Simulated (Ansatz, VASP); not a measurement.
**One calculation of TaN, two programs**

```
Ta N
1.0
    -0.11041    2.20811    2.29644
     2.09771    0.00000    2.18603
     2.20811    2.20811   -0.11041
Ta N
1 1
Direct
  0.50000 0.50000 0.50000
  0.00000 0.00000 0.00000
```

Change from the starting cell: engineering shear strain xz -0.1000, normal strain along z +0.0400.

Alike in both runs: task single point; functional PBE; k mesh 18 × 18 × 18; occupations gaussian, width 0.15 eV; no spin polarisation.

```csv
,VASP,Ansatz
version,VASP 6.6.1,Ansatz 0.2.0
potentials or method,"VASP PAW PBE potentials, release 64 (Ta_pv, N), cutoff 520 eV","scalar-relativistic, plane waves, PAW"
valence electrons in the cell,16,18
```

|  | VASP | Ansatz | Ansatz less VASP |
| --- | --- | --- | --- |
| gap on the k mesh at the Fermi level (eV) | none | none | - |
| pressure (GPa) | -8.9 | -9.8 | -0.85 |
| traceless stress, the component that is largest in VASP (GPa) | -9.25 | -9.13 | +0.117 |

A gap of «none» marks a metal or a gap that the smearing closes. VASP's potentials hold 16 valence electrons a cell and Ansatz's 18, so a difference there can come from the potentials and not from the codes.

Spin-orbit coupling is off throughout.
